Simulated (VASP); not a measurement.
# PbO (P4/nmm) in VASP: a series of runs

Runs on PbO. Level: PBE+D3(BJ). Tasks: single point.

Program: VASP 6.6.1. These are calculated values, not measurements. Logs are shortened: lines on timing, memory, paths and dates and some standing lists are left out, and cuts for length are marked.

### Step 1. The cell of the first run

Symmetry: P4/nmm, No. 129, tetragonal system. The conventional cell has a = 4.086 Å, b = 4.086 Å, c = 4.750 Å, α = 90.00°, β = 90.00°, γ = 90.00°. Within 3.1 Å of Pb (site symmetry 4mm) lie 4 O at 2.33 Å. Within 3.1 Å of O (site symmetry -4m2) lie 4 Pb at 2.33 Å and 4 O at 2.89 Å.

### Step 2. Single point, PBE+D3(BJ)

INCAR

```
PREC = Accurate
ENCUT = 520
EDIFF = 1E-6
ISMEAR = 0
SIGMA = 0.05
LREAL = F
LASPH = T
NELM = 60
ALGO = Normal
ISIF = 2
LWAVE = F
LCHARG = F
GGA = PE
IVDW = 12
NBANDS = 28
```

KPOINTS

```
regular mesh
0
Gamma
  8 8 6
```

POSCAR

```
PbO
1.0
    4.0864133875      0.0000000000      0.0000000000
    0.0000000000      4.0864133875      0.0000000000
    0.0000000000      0.0000000000      4.7504555630
Pb O
2 2
Direct
    0.0000000000      0.5000000000      0.2351000000
    0.5000000000      0.0000000000      0.7649000000
    0.0000000000      0.0000000000      0.0000000000
    0.5000000000      0.5000000000      0.0000000000
```

Potentials or basis: VASP PAW PBE potentials, release 64 (Pb_d, O).

The run is started by

```
$ cat potpaw_PBE.64/Pb_d/POTCAR potpaw_PBE.64/O/POTCAR > POTCAR
$ mpirun -np 1 vasp_std > vasp.out
```

OUTCAR:

```text
PREC = Accurate
   ENCUT = 520
   EDIFF = 1E-6
   ISMEAR = 0
   LREAL = F
   LASPH = T
   NELM = 60
   ISIF = 2
   GGA = PE
   IVDW = 12
 IVDW          = 12

 ion  position               nearest neighbor table
   1  0.000  0.500  0.235-   3 2.33   4 2.33   3 2.33   4 2.33   2 3.65   2 3.65   2 3.65   2 3.65
                             2 3.83   2 3.83   2 3.83   2 3.83
   2  0.500  0.000  0.765-   3 2.33   4 2.33   4 2.33   3 2.33   1 3.65   1 3.65   1 3.65   1 3.65
                             1 3.83   1 3.83   1 3.83   1 3.83
   3  0.000  0.000  0.000-   1 2.33   2 2.33   1 2.33   2 2.33
   4  0.500  0.500  0.000-   1 2.33   2 2.33   2 2.33   1 2.33

  LATTYP: Found a simple tetragonal cell.
 ALAT       =     4.0864133875
 C/A-ratio  =     1.1625000000

  Lattice vectors:

 A1 = (   4.0864133875,   0.0000000000,   0.0000000000)
 A2 = (   0.0000000000,   4.0864133875,   0.0000000000)
 A3 = (   0.0000000000,   0.0000000000,   4.7504555630)

Analysis of symmetry for initial positions (statically):
=====================================================================
 Subroutine PRICEL returns:
 Original cell was already a primitive cell.

 Routine SETGRP: Setting up the symmetry group for a
 simple tetragonal supercell.

 Subroutine GETGRP returns: Found 16 space group operations
 (whereof  8 operations were pure point group operations)
 out of a pool of 16 trial point group operations.

The static configuration has the point symmetry D_2d.
 The point group associated with its full space group is D_4h.

Analysis of symmetry for dynamics (positions and initial velocities):
=====================================================================
 Subroutine PRICEL returns:
 Original cell was already a primitive cell.

 Routine SETGRP: Setting up the symmetry group for a
 simple tetragonal supercell.

 Subroutine GETGRP returns: Found 16 space group operations
 (whereof  8 operations were pure point group operations)
 out of a pool of 16 trial point group operations.

The dynamic configuration has the point symmetry D_2d.
 The point group associated with its full space group is D_4h.

 Subroutine INISYM returns: Found 16 space group operations
 (whereof  8 operations are pure point group operations),
 and found     1 'primitive' translations

----------------------------------------------------------------------------------------

                                     Primitive cell

  volume of cell :      79.3268

  direct lattice vectors                    reciprocal lattice vectors
     4.086413388  0.000000000  0.000000000     0.244713372  0.000000000  0.000000000
     0.000000000  4.086413388  0.000000000     0.000000000  0.244713372  0.000000000
     0.000000000  0.000000000  4.750455563     0.000000000  0.000000000  0.210506127

  length of vectors
     4.086413388  4.086413388  4.750455563     0.244713372  0.244713372  0.210506127

  position of ions in fractional coordinates (direct lattice)
     0.000000000  0.500000000  0.235100000
     0.500000000  0.000000000  0.764900000
     0.000000000  0.000000000  0.000000000
     0.500000000  0.500000000  0.000000000

  ion indices of the primitive-cell ions
   primitive index   ion index
                 1           1
                 2           2
                 3           3
                 4           4

----------------------------------------------------------------------------------------

 KPOINTS: regular mesh

Automatic generation of k-mesh.
 Grid dimensions read from file:
 generate k-points for:    8    8    6

 Generating k-lattice:

  Cartesian coordinates                     Fractional coordinates (reciprocal lattice)
     0.030589172  0.000000000  0.000000000     0.125000000  0.000000000  0.000000000
     0.000000000  0.030589172  0.000000000     0.000000000  0.125000000  0.000000000
     0.000000000  0.000000000  0.035084354     0.000000000  0.000000000  0.166666667

  Length of vectors
     0.030589172  0.030589172  0.035084354

  Shift w.r.t. Gamma in fractional coordinates (k-lattice)
     0.000000000  0.000000000  0.000000000

 Subroutine IBZKPT returns following result:
 ===========================================

 Found     60 irreducible k-points:

 Following reciprocal coordinates:
            Coordinates               Weight
  0.000000  0.000000  0.000000      1.000000
  0.125000  0.000000  0.000000      4.000000
  0.250000  0.000000  0.000000      4.000000
  0.375000  0.000000  0.000000      4.000000
  0.500000  0.000000  0.000000      2.000000
  0.125000  0.125000  0.000000      4.000000
[... 16 lines left out ...]
  0.375000  0.125000  0.166667     16.000000
  0.500000  0.125000  0.166667      8.000000
 [... further k-points ...]
   k-points           NKPTS =     60   k-points in BZ     NKDIM =     60   number of bands    NBANDS=     28
   number of dos      NEDOS =    301   number of ions     NIONS =      4
   total plane-waves  NPLWV =  32400
   dimension x,y,z NGX =    30 NGY =   30 NGZ =   36
   dimension x,y,z NGXF=    60 NGYF=   60 NGZF=   72
   ions per type =               2   2
   NGX,Y,Z   is equivalent  to a cutoff of  12.20, 12.20, 12.60 a.u.
   NGXF,Y,Z  is equivalent  to a cutoff of  24.41, 24.41, 25.20 a.u.
 SYSTEM =  unknown system
   PREC   = accura    normal or accurate (medium, high low for compatibility)
   ISTART =      0    job   : 0-new  1-cont  2-samecut
   ICHARG =      2    charge: 1-file 2-atom 10-const
   ISPIN  =      1    spin polarized calculation?
   LNONCOLLINEAR =      F non collinear calculations
   LSORBIT =      F    spin-orbit coupling
   LASPH  =      T    aspherical Exc in radial PAW
   ENCUT  =  520.0 eV  38.22 Ry    6.18 a.u.   7.60  7.60  8.83*2*pi/ulx,y,z
   NELM   =     60;   NELMIN=  2; NELMDL= -5     # of ELM steps
   EDIFF  = 0.1E-05   stopping-criterion for ELM
   LREAL  =      F    real-space projection
   EDIFFG = 0.1E-04   stopping-criterion for IOM
   NSW    =      0    number of steps for IOM
   IBRION =     -1    ionic relax: 0-MD 1-quasi-New 2-CG
   NFREE  =      0    steps in history (QN), initial steepest desc. (CG)
   ISIF   =      2    stress and relaxation
   ISYM   =      2    0-nonsym 1-usesym 2-fastsym
   POTIM  = 0.5000    time-step for ionic-motion
   TEBEG  =    0.0;   TEEND  =   0.0 temperature during run
   PSTRESS=    0.0 pullay stress
   NELECT =      40.0000    total number of electrons
   NUPDOWN=      -1.0000    fix difference up-down
   EMIN   =  10.00;   EMAX   =-10.00  energy-range for DOS
   EFERMI =   0.00;   METHOD = LEGACY
   ISMEAR =     0;   SIGMA  =   0.05  broadening in eV -4-tet -1-fermi 0-gaus
   EFERMI_NEDOS =   21; number of points for ismear=-14 and -15
   IALGO  =     38    algorithm
   IMIX   =      4    mixing-type and parameters
     AMIX     =   0.40;   BMIX     =  1.00
     AMIX_MAG =   1.60;   BMIX_MAG =  1.00
  volume/ion in A,a.u.               =      19.83       133.83
  Fermi-wavevector in a.u.,A,eV,Ry     =   1.303031  2.462372 23.101207  1.697891
  Thomas-Fermi vector in A             =   2.434060
   LORBIT       =      0    0 simple, 1 ext, 2 COOP (PROOUT), +10 PAW based schemes
   GGA     = PE    functional components
   LHFCALC =     F    Hartree Fock is set to
   AEXX    =    0.0000 exact exchange contribution
   IVDW    =    12    specifies the selected vdW correction
   LEPSILON=     F    determine dielectric tensor
   LRPA    =     F    only Hartree local field effects (RPA)
 non-spin polarized calculation
 Gauss-broadening in eV      SIGMA  =   0.05
  energy-cutoff  :      520.00
  volume of cell :       79.33
 maximum number of plane-waves:      2153
   NGX = 15   NGY = 15   NGZ = 17

 number of electron      39.9999990 magnetization

 Free energy of the ion-electron system (eV)
  ---------------------------------------------------
  ext. energy  EPLUGINS =         0.00000000
  ---------------------------------------------------
  free energy    TOTEN  =       -21.39594442 eV

  energy without entropy =      -21.39594442  energy(sigma->0) =      -21.39594442

 E-fermi :   5.2517     XC(G=0):  -9.8613

 val. band max:        4.9584743987   @ k =   0.1250   0.1250   0.0000
 cond. band min:       6.4007869614   @ k =   0.5000   0.5000   0.0000
 fundamental gap:      1.4423125627
 Fermi energy:         5.2516975630

 k-point     1 :       0.0000    0.0000    0.0000
  band No.  band energies     occupation
      1     -13.1463      2.00000
      2     -12.7556      2.00000
      3     -10.8942      2.00000
      4     -10.8942      2.00000
      5     -10.8478      2.00000
      6     -10.7552      2.00000
[... 20 lines left out ...]
     27      12.8208      0.00000
     28      13.2125      0.00000

 k-point     2 :       0.1250    0.0000    0.0000
  band No.  band energies     occupation
      1     -13.1149      2.00000
      2     -12.7577      2.00000
      3     -10.8869      2.00000
      4     -10.8824      2.00000
      5     -10.8377      2.00000
      6     -10.7498      2.00000
[... 20 lines left out ...]
     27      12.9519      0.00000
     28      14.0609      0.00000

 k-point     3 :       0.2500    0.0000    0.0000
  band No.  band energies     occupation
      1     -13.0348      2.00000
      2     -12.7689      2.00000
      3     -10.8662      2.00000
      4     -10.8494      2.00000
      5     -10.8085      2.00000
      6     -10.7514      2.00000
[... 20 lines left out ...]
     27      13.1503      0.00000
     28      15.6481      0.00000

 k-point     4 :       0.3750    0.0000    0.0000
  band No.  band energies     occupation
      1     -12.9386      2.00000
      2     -12.7993      2.00000
      3     -10.8362      2.00000
      4     -10.8081      2.00000
      5     -10.7732      2.00000
      6     -10.7621      2.00000
[... 20 lines left out ...]
     27      13.5055      0.00000
     28      15.1859      0.00000

 k-point     5 :       0.5000    0.0000    0.0000
  band No.  band energies     occupation
      1     -12.8558      2.00000
      2     -12.8558      2.00000
      3     -10.8030      2.00000
      4     -10.8030      2.00000
      5     -10.7704      2.00000
      6     -10.7704      2.00000
[... 20 lines left out ...]
     27      14.1514      0.00000
     28      14.1514      0.00000

 k-point     6 :       0.1250    0.1250    0.0000
  band No.  band energies     occupation
      1     -13.0853      2.00000
      2     -12.7591      2.00000
      3     -10.8888      2.00000
      4     -10.8605      2.00000
      5     -10.8287      2.00000
      6     -10.7481      2.00000
[... 463 lines left out ...]
      5     -10.8175      2.00000
      6     -10.7558      2.00000
[... 20 lines left out ...]
     27      13.5018      0.00000
     28      14.5971      0.00000

 k-point    22 :       0.2500    0.1250    0.1667
  band No.  band energies     occupation
      1     -13.0091      2.00000
      2     -12.7667      2.00000
      3     -10.8637      2.00000
      4     -10.8272      2.00000
      5     -10.7940      2.00000
      6     -10.7548      2.00000
[... 20 lines left out ...]
     27      13.9737      0.00000
     28      15.4243      0.00000

 k-point    23 :       0.3750    0.1250    0.1667
  band No.  band energies     occupation
      1     -12.9234      2.00000
      2     -12.7959      2.00000
      3     -10.8419      2.00000
      4     -10.7994      2.00000
      5     -10.7743      2.00000
      6     -10.7512      2.00000
[... 20 lines left out ...]
     27      14.2743      0.00000
     28      14.8872      0.00000

 k-point    24 :       0.5000    0.1250    0.1667
  band No.  band energies     occupation
      1     -12.8486      2.00000
      2     -12.8486      2.00000
      3     -10.8163      2.00000
      4     -10.8163      2.00000
      5     -10.7575      2.00000
      6     -10.7575      2.00000
[... 20 lines left out ...]
     27      14.5582      0.00000
     28      14.5582      0.00000

 [... further k-points ...]

------------------------ aborting loop because EDIFF is reached ----------------------------------------

 Edisp (eV)   -0.95663

 E8    (eV) :    -0.4387

  FORCE on cell =-STRESS in cart. coord.  units (eV):
  Direction    XX          YY          ZZ          XY          YZ          ZX
  --------------------------------------------------------------------------------------
  -------------------------------------------------------------------------------------
  Total       0.68533     0.68533     1.61212     0.00000     0.00000     0.00000
  in kB      13.84180    13.84180    32.56024     0.00000     0.00000     0.00000
  external pressure =       20.08 kB  Pullay stress =        0.00 kB

 VOLUME and BASIS-vectors are now :
 -----------------------------------------------------------------------------
  energy-cutoff  :      520.00
  volume of cell :       79.33
      direct lattice vectors                 reciprocal lattice vectors
     4.086413388  0.000000000  0.000000000     0.244713372  0.000000000  0.000000000
     0.000000000  4.086413388  0.000000000     0.000000000  0.244713372  0.000000000
     0.000000000  0.000000000  4.750455563     0.000000000  0.000000000  0.210506127

 POSITION                                       TOTAL-FORCE (eV/Angst)
 -----------------------------------------------------------------------------------
      0.00000      2.04321      1.11683        -0.000000     -0.000000      0.699567
      2.04321      0.00000      3.63362         0.000000     -0.000000     -0.699567
      0.00000      0.00000      0.00000        -0.000000     -0.000000      0.000000
      2.04321      2.04321      0.00000        -0.000000      0.000000      0.000000
 -----------------------------------------------------------------------------------
    total drift:                                0.000000      0.000000     -0.000000

  FREE ENERGIE OF THE ION-ELECTRON SYSTEM (eV)
  ---------------------------------------------------
  free  energy   TOTEN  =       -22.3525784707 eV

  energy  without entropy=      -22.3525784707  energy(sigma->0) =      -22.35257847
```

Run time: 2.9 min. Hardware: 1 thread of Intel Xeon 8259CL, shared host; peak memory 0.26 GiB.

Results:

```
Free energy                : -22.3526 eV
Pressure                   : 2.0 GPa
Largest force              : 0.700 eV/Å
Band gap on the k mesh     : 1.44 eV (least direct gap 2.01 eV)
Dispersion energy per atom : -0.239 eV
```

Forces on the atoms (eV/Å):
```
Pb   0.000  0.000  0.700
Pb   0.000  0.000 -0.700
O    0.000  0.000  0.000
O    0.000  0.000  0.000
```

Caveat: spin-orbit coupling is left out, which moves the levels of the heavy elements. A k mesh can miss the band edges.

### Step 3. Single point, PBE+D3(BJ)

This run uses another cell than the first one, of the same volume but with other edges.

INCAR

```
SYSTEM = PbO
PREC = Accurate
ENCUT = 520
EDIFF = 1E-6
ISMEAR = 0
SIGMA = 0.05
LREAL = .FALSE.
LASPH = .TRUE.
NELM = 80
ALGO = Normal
ISIF = 2
LWAVE = .FALSE.
LCHARG = .TRUE.
GGA = PE
IVDW = 12
LELF = .TRUE.
LVHAR = .TRUE.
NBANDS = 28
```

KPOINTS

```
Automatic mesh
0
G
  8 8 6
  0 0 0
```

POSCAR

```
PbO
1.0
    3.8501177544      0.0000000000      0.0000000000
    0.0000000000      3.8501177544      0.0000000000
    0.0000000000      0.0000000000      5.3514544330
Pb O
2 2
Direct
    0.0000000000      0.5000000000      0.2351000000
    0.5000000000      0.0000000000      0.7649000000
    0.0000000000      0.0000000000      0.0000000000
    0.5000000000      0.5000000000      0.0000000000
```

Potentials or basis: VASP PAW PBE potentials, release 64 (Pb_d, O).

The run is started by

```
$ cat potpaw_PBE.64/Pb_d/POTCAR potpaw_PBE.64/O/POTCAR > POTCAR
$ mpirun -np 1 vasp_std > vasp.out
```

It took 2.7 min on 1 thread of Intel Xeon 8259CL, shared host; peak memory 0.26 GiB.

It converged, with:

* Free energy: -22.2640 eV
* Pressure: 3.8 GPa
* Largest force: 0.038 eV/Å
* Band gap on the k mesh: 1.04 eV (least direct gap 2.02 eV)
* Dispersion energy per atom: -0.239 eV

Forces on the atoms (eV/Å):
```
Pb   0.000  0.000  0.038
Pb   0.000  0.000 -0.038
O    0.000  0.000  0.000
O    0.000  0.000  0.000
```

Stress tensor (GPa, compression positive):
```
 5.79  0.00  0.00
 0.00  5.79  0.00
 0.00  0.00 -0.09
```

Levels at points of the mesh, in eV from the valence-band top:
| k point | band 17 | band 18 | band 19 | band 20 | band 21 | band 22 | band 23 | band 24 |
| --- | --- | --- | --- | --- | --- | --- | --- | --- |
| (0.00, 0.00, 0.00) | -1.93 | -1.58 | -1.58 | 0.00 | 2.34 | 5.18 | 5.72 | 5.72 |
| (0.50, 0.00, 0.00) | -3.04 | -3.04 | -2.01 | -2.01 | 3.03 | 3.03 | 6.50 | 6.50 |
| (0.50, 0.50, 0.00) | -2.06 | -2.06 | -0.99 | -0.99 | 1.04 | 1.04 | 4.89 | 4.89 |
| (0.00, 0.00, 0.50) | -1.95 | -1.63 | -1.60 | -1.60 | 2.40 | 4.12 | 4.12 | 4.75 |
| (0.50, 0.00, 0.50) | -3.02 | -3.02 | -1.35 | -1.35 | 2.66 | 2.66 | 6.54 | 6.54 |
| (0.50, 0.50, 0.50) | -2.44 | -2.44 | -0.99 | -0.99 | 3.12 | 3.12 | 4.13 | 4.13 |

Caveat: the stress differs along the axes, from -0 to 6 GPa; spin-orbit coupling is left out, which moves the levels of the heavy elements. A k mesh can miss the band edges.
